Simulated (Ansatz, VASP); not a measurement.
## Ca2B: VASP beside Ansatz

Contents of INCAR:

```
SYSTEM = Ca2B
ALGO     = Normal         ! electronic algorithm
DIPOL    = 0.5 0.5 0.500
EDIFF    = 1E-7           ! SCF threshold, eV
ENCUT    = 520            ! plane-wave cutoff, eV
GGA      = PE             ! functional
IDIPOL   = 3            
ISIF     = 2              ! what is computed and relaxed
ISMEAR   = 0              ! smearing method
LASPH    = .TRUE.         ! aspherical terms in the spheres
LCHARG   = .FALSE.        ! write CHGCAR
LDIPOL   = .TRUE.       
LREAL    = .FALSE.        ! projectors in reciprocal space
LWAVE    = .FALSE.        ! write WAVECAR
NBANDS   = 18             ! bands
NELM     = 80             ! most SCF steps
PREC     = Accurate       ! precision mode
SIGMA    = 0.1            ! smearing width, eV
```

KPOINTS

```
k-points
0
G
  6 6 1
  0 0 0
```

POSCAR

```
Ca2B
1.0
    5.2083760000      0.0000000000      0.0000000000
   -2.6041880000      4.5105860000      0.0000000000
    0.0000000000      0.0000000000     15.0000000000
Ca B
2 1
Direct
    0.6666666700      0.3333333300      0.5034298000
    0.3333333300      0.6666666700      0.4965702000
    0.0000000000      0.0000000000      0.5000000000
```

Input for Ansatz:

```yaml
crystal:
  lattice:
    - [5.208376, 0.0, 0.0]
    - [-2.604188, 4.510586, 0.0]
    - [0.0, 0.0, 15.0]
  atoms:
    - { symbol: Ca, position: [0.66666667, 0.33333333, 0.5034298] }
    - { symbol: Ca, position: [0.33333333, 0.66666667, 0.4965702] }
    - { symbol: B, position: [0.0, 0.0, 0.5] }
  periodic: [true, true, false]
basis:
  ecutwfc: 420
kpoints:
  mp_grid: { grid: [6, 6, 1] }
hamiltonian:
  xc: pbe
scf:
  occupations: { method: gaussian, width: 0.1 }
  lower_state_search: "off"
output:
  forces: true
  stress: true
  eigenvalues: true
```

Alike in both runs: task single point; functional PBE; k mesh 6 × 6 × 1; occupations gaussian, width 0.1 eV; no spin polarisation.

|  | VASP | Ansatz |
| --- | --- | --- |
| version | VASP 6.6.1 | Ansatz 0.2.0 |
| potentials or method | VASP PAW PBE potentials, release 64 (Ca_sv, B), cutoff 520 eV | scalar-relativistic, plane waves, PAW |
| valence electrons in the cell | 23 | 23 |

|  | VASP | Ansatz | Ansatz less VASP |
| --- | --- | --- | --- |
| gap on the k mesh at the Fermi level (eV) | none | none | - |
| rms of the force components (eV/Å) | 0.077 | 0.076 | -0.0003 |

Atom by atom the forces differ by 0.000 eV/Å (rms over components). A gap of «none» marks a metal or a gap that the smearing closes. Ansatz's warnings: slab cell height set.
